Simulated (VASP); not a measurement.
# BaTiO3 (P1) in VASP: notebook, part 2 of 2

VASP 6.6.1. Earlier steps stand in the parts before.

## (3) Single point, PBE (atoms moved at random)

The input, INCAR:

```
SYSTEM = BaTiO3
ALGO = Normal ; EDIFF = 1E-6
ENCUT = 520 ; GGA = PE
ISIF = 2 ; ISMEAR = -1
LASPH = .TRUE. ; LCHARG = .FALSE.
LREAL = .FALSE. ; LWAVE = .FALSE.
NBANDS = 28 ; NELM = 60
PREC = Accurate ; SIGMA = 0.05
```

The input, KPOINTS:

```
k-points
0
G
  7 7 7
  0 0 0
```

The input, POSCAR:

```
BaTiO3
1.0
    4.0073000000      0.0000000000      0.0000000000
    0.0000000000      4.0073000000      0.0000000000
    0.0000000000      0.0000000000      4.0073000000
Ba Ti O
1 1 3
Direct
    0.5090294500      0.4552911200      0.5066787400
    0.9437351000      0.0699797700      0.9543125000
    0.5205349200      0.0068319800      0.0554319400
    0.0126470200      0.4919678200      0.0527235900
    0.0140535100      0.9759293100      0.4308532400
```

Potentials or basis: VASP PAW PBE potentials, release 64 (Ba_sv, Ti_sv, O).

Run with:

```console
> cat potpaw_PBE.64/Ba_sv/POTCAR potpaw_PBE.64/Ti_sv/POTCAR potpaw_PBE.64/O/POTCAR > POTCAR
> mpirun -np 1 vasp_std > vasp.out
```

OUTCAR:

```text
SYSTEM = BaTiO3
   EDIFF = 1E-6
   ENCUT = 520
   GGA = PE
   ISIF = 2
   ISMEAR = -1
   LASPH = .TRUE.
   LREAL = .FALSE.
   NELM = 60
   PREC = Accurate

 ion  position               nearest neighbor table
   1  0.509  0.455  0.507-   3 2.55   4 2.70   4 2.72   5 2.78   5 2.81   3 2.84   3 2.86   5 2.89
                             5 2.92   2 2.94   4 2.96   4 2.98   3 3.12   2 3.21   2 3.28   2 3.51
   2  0.944  0.070  0.954-   4 1.76   3 1.76   5 1.97   5 2.15   3 2.36   4 2.37   1 2.94   1 3.21
                             1 3.28   1 3.51   1 3.52   1 3.74   1 3.80
   3  0.521  0.007  0.055-   2 1.76   2 2.36   1 2.55   1 2.84   1 2.86   1 3.12
   4  0.013  0.492  0.053-   2 1.76   2 2.37   1 2.70   1 2.72   1 2.96   1 2.98
   5  0.014  0.976  0.431-   2 1.97   2 2.15   1 2.78   1 2.81   1 2.89   1 2.92

  LATTYP: Found a simple cubic cell.
 ALAT       =     4.0073000000

  Lattice vectors:

 A1 = (   4.0073000000,   0.0000000000,   0.0000000000)
 A2 = (   0.0000000000,   4.0073000000,   0.0000000000)
 A3 = (   0.0000000000,   0.0000000000,   4.0073000000)

Analysis of symmetry for initial positions (statically):
=====================================================================
 Subroutine PRICEL returns:
[... 174 lines left out ...]

  energy without entropy =      -37.98015361  energy(sigma->0) =      -37.98015362

 E-fermi :   5.0911     XC(G=0): -11.1953

 val. band max:        4.0541978360   @ k =  -0.4286   0.4286   0.4286
 cond. band min:       6.8152921514   @ k =  -0.2857   0.2857   0.2857
 fundamental gap:      2.7610943154
 Fermi energy:         5.0910779089

 k-point     1 :       0.0000    0.0000    0.0000
  band No.  band energies     occupation
      1     -52.1848      2.00000
      2     -28.5897      2.00000
      3     -28.5684      2.00000
      4     -28.4263      2.00000
      5     -21.2558      2.00000
      6     -13.0858      2.00000
[... 733 lines left out ...]
     27      10.4626      0.00000
     28      11.9846      0.00000

 [... further k-points ...]
[... 5 lines left out ...]
  --------------------------------------------------------------------------------------
  -------------------------------------------------------------------------------------
  Total        7.7141099      6.9298743      2.2562641     -0.7941730     -0.4566418      0.7210215
  in kB      192.0617284    172.5362559     56.1752420    -19.7728885    -11.3692203     17.9516039
  external PRESSURE =     140.2577421 kB  Pullay stress =       0.0000000 kB

 VOLUME and BASIS-vectors are now :
 -----------------------------------------------------------------------------
  energy-cutoff  :      520.00
  volume of cell :       64.35
      direct lattice vectors                 reciprocal lattice vectors
     4.007300000  0.000000000  0.000000000     0.249544581  0.000000000  0.000000000
     0.000000000  4.007300000  0.000000000     0.000000000  0.249544581  0.000000000
     0.000000000  0.000000000  4.007300000     0.000000000  0.000000000  0.249544581

 POSITION                                       TOTAL-FORCE (eV/Angst)
 -----------------------------------------------------------------------------------
      2.03983      1.82449      2.03041        -1.008934      2.108628     -0.668278
      3.78183      0.28043      3.82422         2.615237     -3.349737      1.356201
      2.08594      0.02738      0.22213        -1.163153     -0.135359     -2.266571
      0.05068      1.97146      0.21128        -0.229973      0.736527     -2.167289
      0.05632      3.91084      1.72656        -0.213177      0.639940      3.745937
 -----------------------------------------------------------------------------------
    total drift:                               -0.000619      0.000520      0.000738

  FREE ENERGIE OF THE ION-ELECTRON SYSTEM (eV)
  ---------------------------------------------------
  free  energy   TOTEN  =       -37.9801536151 eV

  energy  without entropy=      -37.9801536150  energy(sigma->0) =      -37.98015362
```

Run time: 3.5 min. Hardware: 1 thread of Intel Xeon Platinum 8488C (Sapphire Rapids), shared host; peak memory 0.4 GiB.

Results:

```
Free energy            : -37.9802 eV
Pressure               : 14.0 GPa
Largest force          : 4.461 eV/Å
Band gap on the k mesh : 2.76 eV (least direct gap 2.93 eV)
```

Forces on the atoms (eV/Å):
```
Ba  -1.009  2.109 -0.668
Ti   2.615 -3.350  1.356
O   -1.163 -0.135 -2.267
O   -0.230  0.737 -2.167
O   -0.213  0.640  3.746
```

Levels at points of the mesh, in eV from the valence-band top:
| k point | band 17 | band 18 | band 19 | band 20 | band 21 | band 22 | band 23 | band 24 |
| --- | --- | --- | --- | --- | --- | --- | --- | --- |
| (0.00, 0.00, 0.00) | -1.60 | -1.05 | -0.55 | -0.38 | 2.86 | 3.17 | 3.41 | 4.65 |

Caveat: the cell differs from its parent crystal (atoms moved at random); the cell stands under pressure; spin-orbit coupling is left out, which moves the levels of the heavy elements; an odd mesh through Γ misses points on the zone boundary, where band edges can lie; forces of over 1 eV/Å act on the atoms, so gaps and moduli don't describe the material at rest.

## (4) Relaxation of cell and atoms, PBEsol

The input, INCAR:

```
  ALGO = Normal
  EDIFF = 1E-6
  EDIFFG = -0.02
  ENCUT = 600
  GGA = PS
  IBRION = 2
  ISIF = 3
  ISMEAR = -1
  LASPH = T
  LCHARG = F
  LREAL = F
  LWAVE = F
  NELM = 60
  NSW = 80
  PREC = Accurate
  SIGMA = 0.05
```

The input, KPOINTS:

```
k-points
0
Gamma
  6 6 6
```

POSCAR is that of step 3.

Run with:

```console
> cat potpaw_PBE.64/Ba_sv/POTCAR potpaw_PBE.64/Ti_sv/POTCAR potpaw_PBE.64/O/POTCAR > POTCAR
> mpirun -np 1 vasp_std > vasp.out
```

Run time: 22 min. Hardware: 1 thread of Intel Xeon Platinum 8488C (Sapphire Rapids), shared host; peak memory 0.36 GiB.

It converged, with:

```yaml
Free_energy: -42.0150 eV
Relaxed_volume: 12.85 Å³/atom
Relaxed_cell: a = 4.008 Å, b = 4.012 Å, c = 3.995 Å, α = 90.13°, β = 89.87°, γ = 90.17°
Space_group_after_relaxing_to_0.1_Å: R3m (No. 160)
Energy_gained_by_relaxing: 395.1 meV/atom
Ionic_steps: 23
Pressure_after_relaxing: -0.1 GPa
Largest_force_after_relaxing: 0.017 eV/Å
Band_gap_on_the_k_mesh: 2.25 eV (least direct gap 2.63 eV)
```

Forces on the atoms (eV/Å):
```
Ba   0.005  0.009  0.009
Ti   0.001 -0.009 -0.014
O    0.006  0.004  0.006
O   -0.004  0.000  0.000
O   -0.008 -0.004 -0.001
```

Step by step:
| step | energy change (eV) | largest force (eV/Å) | pressure (GPa) | volume (Å³) |
| --- | --- | --- | --- | --- |
| 1 | 0.0000 | 4.3752 | 7.65 | 64.35 |
| 2 | -1.3138 | 1.8326 | -12.75 | 70.18 |
| 3 | -1.3140 | 1.8238 | -12.81 | 70.22 |
| 4 | -1.7836 | 1.2399 | 6.59 | 62.27 |
| 5 | -1.8686 | 0.5334 | -0.14 | 64.35 |
| 6 | -1.9642 | 0.2393 | 1.00 | 63.93 |
| 7 | -1.9654 | 0.2774 | 1.27 | 63.86 |
| 8 | -1.9694 | 0.1337 | -1.44 | 64.74 |
| 9 | -1.9705 | 0.1460 | -0.62 | 64.46 |
| 10 | -1.9733 | 0.0836 | -0.23 | 64.28 |
| 11 | -1.9740 | 0.0484 | 0.12 | 64.12 |
| 12 | -1.9745 | 0.0308 | 0.02 | 64.18 |
| 13 | -1.9745 | 0.0395 | -0.06 | 64.21 |
| 14 | -1.9746 | 0.0370 | -0.04 | 64.21 |
| 15 | -1.9747 | 0.0260 | 0.01 | 64.19 |
| 16 | -1.9748 | 0.0263 | 0.11 | 64.17 |
| 17 | -1.9749 | 0.0315 | -0.05 | 64.23 |
| 18 | -1.9750 | 0.0344 | -0.12 | 64.26 |
| 19 | -1.9751 | 0.0248 | -0.10 | 64.24 |
| 20 | -1.9752 | 0.0272 | 0.05 | 64.20 |
| 21 | -1.9753 | 0.0260 | 0.05 | 64.20 |
| 22 | -1.9754 | 0.0287 | 0.04 | 64.21 |
| 23 | -1.9755 | 0.0169 | -0.05 | 64.25 |

Final structure:
```
Ba Ti O
1.0
     4.00762   -0.00596    0.00461
    -0.00612    4.01232   -0.00478
     0.00444   -0.00450    3.99544
Ba Ti O
1 1 3
Direct
  0.49367 0.50617 0.49454
  0.98144 0.01938 0.98399
  0.51315 0.99412 0.00488
  0.00547 0.48622 0.00507
  0.00627 0.99411 0.51152
```

Levels at points of the mesh, in eV from the valence-band top:
```csv
k point,band 16,band 17,band 18,band 19,band 20,band 21,band 22,band 23,band 24
"(0.00, 0.00, 0.00)",-1.32,-1.09,-0.52,-0.39,-0.39,2.25,2.29,2.41,4.44
"(0.50, 0.00, 0.00)",-2.09,-1.77,-1.68,-0.95,-0.83,2.44,3.73,3.83,4.41
"(0.00, 0.50, 0.00)",-2.08,-1.77,-1.68,-0.94,-0.82,2.43,3.73,3.82,4.41
"(0.00, 0.00, 0.50)",-2.12,-1.75,-1.66,-1.00,-0.87,2.47,3.73,3.84,4.41
"(0.50, 0.50, 0.00)",-2.75,-1.65,-0.90,-0.86,-0.13,3.80,3.81,4.14,5.06
"(0.00, 0.50, 0.50)",-2.74,-1.66,-0.90,-0.86,-0.10,3.80,3.81,4.15,5.01
"(0.50, 0.00, 0.50)",-2.75,-1.66,-0.91,-0.87,-0.09,3.81,3.81,4.15,4.99
"(0.50, 0.50, 0.50)",-2.40,-2.37,-0.04,-0.02,0.00,4.30,4.42,4.44,6.51
```

Caveat: the PAW data sets were made with another functional, which shifts forces and pressure a little; spin-orbit coupling is left out, which moves the levels of the heavy elements.

## (5) The runs side by side

| task | level | U | cell | k mesh | cutoff (eV) | gap on the mesh (eV) | pressure (GPa) | largest force (eV/Å) |
| --- | --- | --- | --- | --- | --- | --- | --- | --- |
| single point | PBE+U | Ti d U = 5.0 eV | as given | 7 × 7 × 7 | 520 | 3.23 | 19.1 | 5.91 |
| single point | PBE | - | as given | 7 × 7 × 7 | 520 | 2.76 | 14.0 | 4.46 |
| relaxation of cell and atoms | PBEsol | - | relaxed | 6 × 6 × 6 | 600 | 2.25 | -0.1 | 0.02 |

Alike in all rows: potentials or basis VASP PAW PBE potentials, release 64 (Ba_sv, Ti_sv, O); no spin polarisation; smearing fermi-dirac 0.05 eV.

Caveats: spin-orbit coupling is left out, which moves the levels of the heavy elements; the cell stands under pressure (at least some runs); an odd mesh through Γ misses points on the zone boundary, where band edges can lie (at least some runs); forces of over 1 eV/Å act on the atoms, so gaps and moduli don't describe the material at rest (at least some runs); the PAW data sets were made with another functional, which shifts forces and pressure a little (at least some runs).

Absolute energies hang on the potentials; compare differences alone.
